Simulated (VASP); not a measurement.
Crystal: Si3Ge2.

```
Si Ge
1.0
     3.73744    0.00000    0.00000
    -1.86872    3.23672    0.00000
     0.00000    0.00000   13.91362
Si Ge
6 4
Direct
  0.33333 0.66667 0.00000
  0.33333 0.66667 0.40000
  0.33333 0.66667 0.60000
  0.66667 0.33333 0.30000
  0.66667 0.33333 0.50000
  0.66667 0.33333 0.70000
  0.33333 0.66667 0.20000
  0.33333 0.66667 0.80000
  0.66667 0.33333 0.10000
  0.66667 0.33333 0.90000
```

- Program: VASP 6.6.1
- Task: relaxation of cell and atoms
- Functional: PBE
- Potentials or basis: VASP PAW PBE potentials, release 64 (Si, Ge_d)
- Cutoff: 600 eV
- k mesh: 6 × 6 × 2
- Occupations: gaussian, width 0.1 eV
- Spin: no spin polarisation

At the start: pressure 9.8 GPa; volume 16.83 Å³/atom.

Task: How do energy, volume and symmetry change on relaxing?

Result: Over 30 steps the energy falls by 168.0 meV/atom and the volume is 18.38 Å³/atom (+9.2 %); space group P-6m2 (No. 187, to 0.1 Å) before and after.

Step by step:
```tsv
step	energy change (eV)	largest force (eV/Å)	pressure (GPa)	volume (Å³)
1	0.0000	1.0557	9.75	168.31
2	-0.9029	0.5395	-3.29	194.35
3	-0.9113	0.5809	-2.07	191.40
4	-1.1927	0.4718	-2.21	188.72
5	-1.3091	0.5278	-1.89	186.53
6	-1.4839	0.3983	-1.32	181.72
7	-1.4905	0.4510	-1.46	182.58
8	-1.4901	0.4510	-1.67	183.42
9	-1.5519	0.3150	1.88	176.39
10	-1.5554	0.3413	1.27	177.69
11	-1.6015	0.2726	0.80	178.92
12	-1.6327	0.1977	0.74	180.80
13	-1.6356	0.1793	-1.25	184.65
14	-1.6434	0.1758	-0.41	182.81
15	-1.6532	0.1265	-0.21	182.10
16	-1.6581	0.0840	0.25	180.87
17	-1.6649	0.0928	0.46	181.06
18	-1.6674	0.1002	0.59	181.31
19	-1.6678	0.0995	0.49	181.24
20	-1.6721	0.1109	-0.14	183.10
21	-1.6721	0.1130	-0.21	183.38
22	-1.6759	0.0725	-0.25	183.59
23	-1.6786	0.0600	-0.15	184.00
24	-1.6785	0.1074	0.36	183.42
25	-1.6794	0.0732	-0.71	183.72
26	-1.6792	0.0903	0.51	183.58
27	-1.6794	0.0815	0.03	183.64
28	-1.6794	0.0807	0.16	183.65
29	-1.6794	0.0774	0.06	183.69
30	-1.6803	0.0281	0.08	183.84
```

Final structure:
```
Si Ge
1.0
     3.62681    0.00000    0.00000
    -1.81340    3.14091    0.00000
     0.00000    0.00000   16.13858
Si Ge
6 4
Direct
  0.33333 0.66667 0.00000
  0.33333 0.66667 0.40539
  0.33333 0.66667 0.59461
  0.66667 0.33333 0.31886
  0.66667 0.33333 0.50000
  0.66667 0.33333 0.68114
  0.33333 0.66667 0.22524
  0.33333 0.66667 0.77476
  0.66667 0.33333 0.09160
  0.66667 0.33333 0.90840
```

Caveat: a cell axis changed by over 15 % at a fixed basis, so the end point is rough.
